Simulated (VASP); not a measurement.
# MoS2 (P-3m1) in VASP: further runs, part 2 of 2

VASP 6.6.1. The steps go on from the part before.

## (4) Single point, PBEsol+D4

This run uses another cell than the first one, of 16.28 Å³/atom.

INCAR reads:

```
SYSTEM = MoS2
  ALGO = Normal
  EDIFF = 1E-6
  ENCUT = 520
  GGA = PS
  ISIF = 2
  ISMEAR = -1
  IVDW = 13
  LASPH = .TRUE.
  LCHARG = .FALSE.
  LREAL = .FALSE.
  LWAVE = .FALSE.
  NBANDS = 20
  NELM = 60
  PREC = Accurate
  SIGMA = 0.05
```

KPOINTS reads:

```
k-points
0
G
  9 9 4
  0 0 0
```

POSCAR reads:

```
MoS2
1.0
    3.1444459658      0.0000000000      0.0000000000
   -1.5722229829      2.7231700872      0.0000000000
    0.0000000000      0.0000000000      5.7053649062
Mo S
1 2
Direct
    0.0000000000      0.0000000000      0.5000000000
    0.6666666667      0.3333333333      0.7754606627
    0.3333333333      0.6666666667      0.2245393373
```

Potentials or basis: VASP PAW PBE potentials, release 64 (Mo_sv, S).

Command:

```
$ cat potpaw_PBE.64/Mo_sv/POTCAR potpaw_PBE.64/S/POTCAR > POTCAR
$ mpirun -np 1 vasp_std > vasp.out
```

OUTCAR:

```text
SYSTEM = MoS2
   EDIFF = 1E-6
   ENCUT = 520
   GGA = PS
   ISIF = 2
   ISMEAR = -1
   IVDW = 13
   LASPH = .TRUE.
   LREAL = .FALSE.
   NELM = 60
   PREC = Accurate

 ion  position               nearest neighbor table
   1  0.000  0.000  0.500-   2 2.40   3 2.40   3 2.40   2 2.40   2 2.40   3 2.40
   2  0.667  0.333  0.775-   1 2.40   1 2.40   1 2.40
   3  0.333  0.667  0.225-   1 2.40   1 2.40   1 2.40

  LATTYP: Found a hexagonal cell.
 ALAT       =     3.1444459658
 C/A-ratio  =     1.8144261241

  Lattice vectors:

 A1 = (   3.1444459658,   0.0000000000,   0.0000000000)
 A2 = (  -1.5722229829,   2.7231700872,   0.0000000000)
 A3 = (   0.0000000000,   0.0000000000,   5.7053649062)

Analysis of symmetry for initial positions (statically):
=====================================================================
 Subroutine PRICEL returns:
 Original cell was already a primitive cell.

 Routine SETGRP: Setting up the symmetry group for a
 hexagonal supercell.

 Subroutine GETGRP returns: Found 12 space group operations
 (whereof 12 operations were pure point group operations)
 out of a pool of 24 trial point group operations.

The static configuration has the point symmetry D_3d.

Analysis of symmetry for dynamics (positions and initial velocities):
=====================================================================
 Subroutine PRICEL returns:
 Original cell was already a primitive cell.

 Routine SETGRP: Setting up the symmetry group for a
 hexagonal supercell.

 Subroutine GETGRP returns: Found 12 space group operations
 (whereof 12 operations were pure point group operations)
 out of a pool of 24 trial point group operations.

The dynamic configuration has the point symmetry D_3d.

 Subroutine INISYM returns: Found 12 space group operations
 (whereof 12 operations are pure point group operations),
 and found     1 'primitive' translations

----------------------------------------------------------------------------------------

                                     Primitive cell

  volume of cell :      48.8542

  direct lattice vectors                    reciprocal lattice vectors
     3.144445966  0.000000000  0.000000000     0.318021048  0.183609537  0.000000000
    -1.572222983  2.723170087  0.000000000     0.000000000  0.367219075  0.000000000
     0.000000000  0.000000000  5.705364906     0.000000000  0.000000000  0.175273627

  length of vectors
     3.144445966  3.144445966  5.705364906     0.367219075  0.367219075  0.175273627

  position of ions in fractional coordinates (direct lattice)
     0.000000000  0.000000000  0.500000000
     0.666666667  0.333333333  0.775460663
     0.333333333  0.666666667  0.224539337

  ion indices of the primitive-cell ions
   primitive index   ion index
                 1           1
                 2           2
                 3           3

----------------------------------------------------------------------------------------

 KPOINTS: k-points

Automatic generation of k-mesh.
 Grid dimensions read from file:
 generate k-points for:    9    9    4

 Generating k-lattice:

  Cartesian coordinates                     Fractional coordinates (reciprocal lattice)
     0.035335672  0.020401060  0.000000000     0.111111111  0.000000000  0.000000000
     0.000000000  0.040802119  0.000000000     0.000000000  0.111111111  0.000000000
     0.000000000  0.000000000  0.043818407     0.000000000  0.000000000  0.250000000

  Length of vectors
     0.040802119  0.040802119  0.043818407

  Shift w.r.t. Gamma in fractional coordinates (k-lattice)
     0.000000000  0.000000000  0.000000000

 Subroutine IBZKPT returns following result:
 ===========================================

 Found     43 irreducible k-points:

 Following reciprocal coordinates:
            Coordinates               Weight
  0.000000  0.000000  0.000000      1.000000
  0.111111  0.000000  0.000000      6.000000
  0.222222 -0.000000  0.000000      6.000000
  0.333333 -0.000000  0.000000      6.000000
  0.444444 -0.000000  0.000000      6.000000
  0.111111  0.111111  0.000000      6.000000
[... 16 lines left out ...]
  0.222222  0.111111  0.250000     12.000000
 -0.111111  0.333333  0.250000     12.000000
 [... further k-points ...]
   k-points           NKPTS =     43   k-points in BZ     NKDIM =     43   number of bands    NBANDS=     20
   number of dos      NEDOS =    301   number of ions     NIONS =      3
   total plane-waves  NPLWV =  24192
   dimension x,y,z NGX =    24 NGY =   24 NGZ =   42
   dimension x,y,z NGXF=    48 NGYF=   48 NGZF=   84
   ions per type =               1   2
   NGX,Y,Z   is equivalent  to a cutoff of  12.69, 12.69, 12.24 a.u.
   NGXF,Y,Z  is equivalent  to a cutoff of  25.38, 25.38, 24.48 a.u.
 SYSTEM =  MoS2
   PREC   = accura    normal or accurate (medium, high low for compatibility)
   ISTART =      0    job   : 0-new  1-cont  2-samecut
   ICHARG =      2    charge: 1-file 2-atom 10-const
   ISPIN  =      1    spin polarized calculation?
   LNONCOLLINEAR =      F non collinear calculations
   LSORBIT =      F    spin-orbit coupling
   LASPH  =      T    aspherical Exc in radial PAW
   ENCUT  =  520.0 eV  38.22 Ry    6.18 a.u.   5.85  5.85 10.61*2*pi/ulx,y,z
   NELM   =     60;   NELMIN=  2; NELMDL= -5     # of ELM steps
   EDIFF  = 0.1E-05   stopping-criterion for ELM
   LREAL  =      F    real-space projection
[... 7 lines left out ...]
   TEBEG  =    0.0;   TEEND  =   0.0 temperature during run
   PSTRESS=    0.0 pullay stress
   NELECT =      26.0000    total number of electrons
   NUPDOWN=      -1.0000    fix difference up-down
   EMIN   =  10.00;   EMAX   =-10.00  energy-range for DOS
   EFERMI =   0.00;   METHOD = LEGACY
   ISMEAR =    -1;   SIGMA  =   0.05  broadening in eV -4-tet -1-fermi 0-gaus
   EFERMI_NEDOS =   21; number of points for ismear=-14 and -15
   IALGO  =     38    algorithm
   IMIX   =      4    mixing-type and parameters
     AMIX     =   0.40;   BMIX     =  1.00
     AMIX_MAG =   1.60;   BMIX_MAG =  1.00
  volume/ion in A,a.u.               =      16.28       109.89
  Fermi-wavevector in a.u.,A,eV,Ry     =   1.326677  2.507056 23.947228  1.760072
  Thomas-Fermi vector in A             =   2.456046
   LORBIT       =      0    0 simple, 1 ext, 2 COOP (PROOUT), +10 PAW based schemes
   GGA     = PS    functional components
   LHFCALC =     F    Hartree Fock is set to
   AEXX    =    0.0000 exact exchange contribution
   IVDW    =    13    specifies the selected vdW correction
   LEPSILON=     F    determine dielectric tensor
   LRPA    =     F    only Hartree local field effects (RPA)
 non-spin polarized calculation
  energy-cutoff  :      520.00
  volume of cell :       48.85
 maximum number of plane-waves:      1338
   NGX = 11   NGY = 11   NGZ = 21

 number of electron      25.9999995 magnetization

 Free energy of the ion-electron system (eV)
  ---------------------------------------------------
  ext. energy  EPLUGINS =         0.00000000
  ---------------------------------------------------
  free energy    TOTEN  =       -22.60344479 eV

  energy without entropy =      -22.59459138  energy(sigma->0) =      -22.59901808

 E-fermi :   8.8972     XC(G=0): -11.6066

 val. band max:        8.8876996919   @ k =   0.1111   0.0000   0.0000
 cond. band min:       8.9043787135   @ k =   0.3333   0.3333   0.5000
 fundamental gap:      0.0166790215
 Fermi energy:         8.8972152793

 k-point     1 :       0.0000    0.0000    0.0000
  band No.  band energies     occupation
      1     -52.7500      2.00000
      2     -26.8893      2.00000
      3     -26.7363      2.00000
      4     -26.7363      2.00000
      5      -6.5955      2.00000
      6      -4.5052      2.00000
[... 12 lines left out ...]
     19      15.9391      0.00000
     20      18.3082      0.00000

 k-point     2 :       0.1111    0.0000    0.0000
  band No.  band energies     occupation
      1     -52.7448      2.00000
      2     -26.8792      2.00000
      3     -26.7874      2.00000
      4     -26.7479      2.00000
      5      -6.3905      2.00000
      6      -4.4678      2.00000
[... 498 lines left out ...]
 k-point    24 :      -0.1111    0.3333    0.2500
  band No.  band energies     occupation
      1     -52.7213      2.00000
      2     -26.9966      2.00000
      3     -26.8344      2.00000
      4     -26.8142      2.00000
      5      -5.1358      2.00000
      6      -4.5203      2.00000
[... 12 lines left out ...]
     19      17.2094      0.00000
     20      17.9056      0.00000

 [... further k-points ...]

------------------------ aborting loop because EDIFF is reached ----------------------------------------

  DFT-D4 for vdW energy calculation

  Edisp (eV):   -0.79973

  FORCE on cell =-STRESS in cart. coord.  units (eV):
  Direction    XX          YY          ZZ          XY          YZ          ZX
  --------------------------------------------------------------------------------------
  -------------------------------------------------------------------------------------
  Total       0.00929     0.00929     0.02769    -0.00000     0.00000     0.00000
  in kB       0.30459     0.30459     0.90798    -0.00000     0.00000     0.00000
  external pressure =        0.51 kB  Pullay stress =        0.00 kB

 VOLUME and BASIS-vectors are now :
 -----------------------------------------------------------------------------
  energy-cutoff  :      520.00
  volume of cell :       48.85
      direct lattice vectors                 reciprocal lattice vectors
     3.144445966  0.000000000  0.000000000     0.318021048  0.183609537  0.000000000
    -1.572222983  2.723170087  0.000000000     0.000000000  0.367219075  0.000000000
     0.000000000  0.000000000  5.705364906     0.000000000  0.000000000  0.175273627

 POSITION                                       TOTAL-FORCE (eV/Angst)
 -----------------------------------------------------------------------------------
      0.00000      0.00000      2.85268        -0.000000      0.000000      0.000000
      1.57222      0.90772      4.42429         0.000000     -0.000000     -0.001157
     -0.00000      1.81545      1.28108        -0.000000      0.000000      0.001157
 -----------------------------------------------------------------------------------
    total drift:                               -0.000000      0.000000      0.000000

  FREE ENERGIE OF THE ION-ELECTRON SYSTEM (eV)
  ---------------------------------------------------
  free  energy   TOTEN  =       -23.4031780721 eV

  energy  without entropy=      -23.3943246621  energy(sigma->0) =      -23.39875137
```

OSZICAR:

```text
N       E                     dE             d eps       ncg     rms          rms(c)
DAV:   1     0.199302000730E+03    0.19930E+03   -0.15031E+04  1752   0.125E+03
DAV:   2    -0.164481309685E+02   -0.21575E+03   -0.21045E+03  2080   0.327E+02
DAV:   3    -0.239746997740E+02   -0.75266E+01   -0.74198E+01  2100   0.584E+01
DAV:   4    -0.240578079054E+02   -0.83108E-01   -0.82990E-01  2076   0.646E+00
DAV:   5    -0.240589257315E+02   -0.11178E-02   -0.11177E-02  2140   0.727E-01    0.255E+01
DAV:   6    -0.230939644187E+02    0.96496E+00   -0.12772E+01  1788   0.199E+01    0.971E+00
DAV:   7    -0.227828635315E+02    0.31110E+00   -0.60464E+00  1764   0.126E+01    0.654E+00
DAV:   8    -0.226037950800E+02    0.17907E+00   -0.92390E-01  1852   0.523E+00    0.191E+00
DAV:   9    -0.226053041684E+02   -0.15091E-02   -0.32730E-02  2036   0.108E+00    0.695E-01
DAV:  10    -0.226035246277E+02    0.17795E-02   -0.14385E-02  1884   0.737E-01    0.117E-01
DAV:  11    -0.226034615628E+02    0.63065E-04   -0.68749E-04  1952   0.174E-01    0.433E-02
DAV:  12    -0.226034411158E+02    0.20447E-04   -0.65537E-05  1952   0.527E-02    0.262E-02
DAV:  13    -0.226034453201E+02   -0.42044E-05   -0.12650E-05  1936   0.203E-02    0.954E-03
DAV:  14    -0.226034447876E+02    0.53257E-06   -0.23237E-06  1156   0.902E-03
   1 F= -.23403178E+02 E0= -.23398751E+02  d E =-.885341E-02
```

Run time: 35 s. Hardware: 1 thread of Intel Xeon 8259CL, shared host; peak memory 0.18 GiB.

Results:

```yaml
Free_energy: -23.4032 eV
Pressure: 0.1 GPa
Band_gap_on_the_k_mesh: zero (bands 13 and 14 overlap by 1.22 eV)
Dispersion_energy_per_atom: -0.267 eV
```

Caveat: the PAW data sets were made with another functional, which shifts forces and pressure a little.

## (5) Single point, PBEsol

This run uses another cell than the first one, of 17.37 Å³/atom.

INCAR reads:

```
  PREC = Accurate
  ENCUT = 520
  EDIFF = 1E-7
  ISMEAR = -1
  SIGMA = 0.05
  LREAL = F
  LASPH = T
  NELM = 100
  ALGO = Normal
  ISIF = 2
  LWAVE = F
  LCHARG = F
  GGA = PS
  NBANDS = 20
```

KPOINTS reads:

```
regular mesh
0
Gamma
  9 9 4
```

POSCAR reads:

```
MoS2
1.0
    3.1489166010      0.0000000000      0.0000000000
   -1.5744583005      2.7270417709      0.0000000000
    0.0000000000      0.0000000000      6.0668342332
Mo S
1 2
Direct
    0.0000000000      0.0000000000      0.5000000000
    0.6666666667      0.3333333333      0.7604613772
    0.3333333333      0.6666666667      0.2395386228
```

Command:

```
$ cat potpaw_PBE.64/Mo_sv/POTCAR potpaw_PBE.64/S/POTCAR > POTCAR
$ mpirun -np 1 vasp_std > vasp.out
```

It took 49 s on 1 thread of Intel Xeon 8259CL, shared host; peak memory 0.19 GiB.

It converged, with:

* Free energy: -22.6278 eV
* Pressure: 0.0 GPa
* Band gap on the k mesh: zero (bands 13 and 14 overlap by 1.07 eV)

Forces on the atoms (eV/Å):
```
Mo   0.000  0.000  0.000
S    0.000  0.000  0.003
S    0.000  0.000 -0.003
```

Levels at points of the mesh, in eV from the Fermi level:
| k point | band 10 | band 11 | band 12 | band 13 | band 14 | band 15 | band 16 | band 17 |
| --- | --- | --- | --- | --- | --- | --- | --- | --- |
| (0.00, 0.00, 0.00) | -1.65 | -1.53 | -0.88 | -0.88 | -0.05 | -0.05 | 3.18 | 3.18 |
| (0.00, 0.00, 0.50) | -3.85 | -0.90 | -0.90 | -0.18 | -0.18 | -0.12 | 3.47 | 3.47 |

Caveat: the PAW data sets were made with another functional, which shifts forces and pressure a little; this functional lacks dispersion, which binds the layers, so the pressure and a relaxed spacing across them are unreliable.

## (6) Overview

```csv
task,level,cell,cutoff (eV),gap on the mesh (eV),pressure (GPa)
relaxation of cell and atoms,revPBE+D4,"relaxed from a = 3.227, b = 3.227, c = 6.312 Å, angles 90.0, 90.0, 120.0°, 3 atoms, atomic positions A",600,none,0.0
single point,PBEsol+D3(BJ),"a = 3.137, b = 3.137, c = 5.559 Å, angles 90.0, 90.0, 120.0°, 3 atoms, atomic positions B",520,none,0.1
single point,PBEsol+D4,"a = 3.144, b = 3.144, c = 5.705 Å, angles 90.0, 90.0, 120.0°, 3 atoms, atomic positions B",520,none,0.1
single point,PBEsol,"a = 3.149, b = 3.149, c = 6.067 Å, angles 90.0, 90.0, 120.0°, 3 atoms, atomic positions C",520,none,0.0
```

Alike in all rows: potentials or basis VASP PAW PBE potentials, release 64 (Mo_sv, S); no spin polarisation; k mesh 9 × 9 × 4; smearing fermi-dirac 0.05 eV.

Caveats: the PAW data sets were made with another functional, which shifts forces and pressure a little; this functional lacks dispersion, which binds the layers, so the pressure and a relaxed spacing across them are unreliable (at least some runs).

Absolute energies hang on the potentials; compare differences alone.
